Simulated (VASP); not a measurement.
**SiC2: single point with PBE**

The system is SiC2.

```
CELL_PARAMETERS angstrom
4.53289 0.00000 0.00000
0.00000 4.53289 0.00000
0.00000 0.00000 2.96684
ATOMIC_POSITIONS crystal
Si 0.00000 0.00000 0.00000
Si 0.50000 0.50000 0.50000
C 0.29393 0.29393 0.00000
C 0.20607 0.79393 0.50000
C 0.70607 0.70607 0.00000
C 0.79393 0.20607 0.50000
```

- Program: VASP 6.6.1
- Task: single point
- Functional: PBE
- Potentials or basis: VASP PAW PBE potentials, release 64 (Si, C)
- Cutoff: 520 eV
- k mesh: 4 × 4 × 6
- Occupations: gaussian, width 0.1 eV
- Spin: no spin polarisation
- Dipole correction: no
- Further INCAR settings: ALGO = Normal; EDIFF = 1e-07; NBANDS = 21

```json
{
 "Pressure": "-0.2 GPa",
 "Band gap on the k mesh": "zero (bands 12 and 13 overlap by 1.89 eV)"
}
```

Forces on the atoms (eV/Å):
```
Si   0.000  0.000  0.000
Si   0.000  0.000  0.000
C    0.002  0.002  0.000
C   -0.002  0.002  0.000
C   -0.002 -0.002  0.000
C    0.002 -0.002  0.000
```

Stress tensor (GPa, compression positive):
```
-0.30  0.00  0.00
 0.00 -0.30  0.00
 0.00  0.00 -0.05
```

Levels at points of the mesh, in eV from the Fermi level:
```tsv
k point	band 8	band 9	band 10	band 11	band 12	band 13	band 14	band 15	band 16	band 17
(0.00, 0.00, 0.00)	-4.00	-2.78	-1.13	0.50	0.50	1.31	2.72	2.72	3.56	5.22
(0.50, 0.00, 0.00)	-1.62	-1.24	-1.24	-1.07	-1.07	1.21	1.21	2.66	2.66	7.60
(0.50, 0.50, 0.00)	-2.73	-1.06	-1.06	0.23	0.23	0.32	0.32	0.42	0.42	7.02
(0.00, 0.00, 0.50)	-4.36	-2.05	-2.05	-1.85	-1.85	-1.18	-1.18	0.03	0.03	7.45
(0.50, 0.00, 0.50)	-5.37	-3.89	-3.89	-1.70	-1.70	1.24	1.24	1.24	1.24	7.74
(0.50, 0.50, 0.50)	-5.97	-1.47	-1.47	-0.45	-0.45	1.38	1.38	1.67	1.67	6.96
```

It took 26 s on 1 thread of Intel Xeon 8259CL (shared host), peak memory 0.18 GiB.
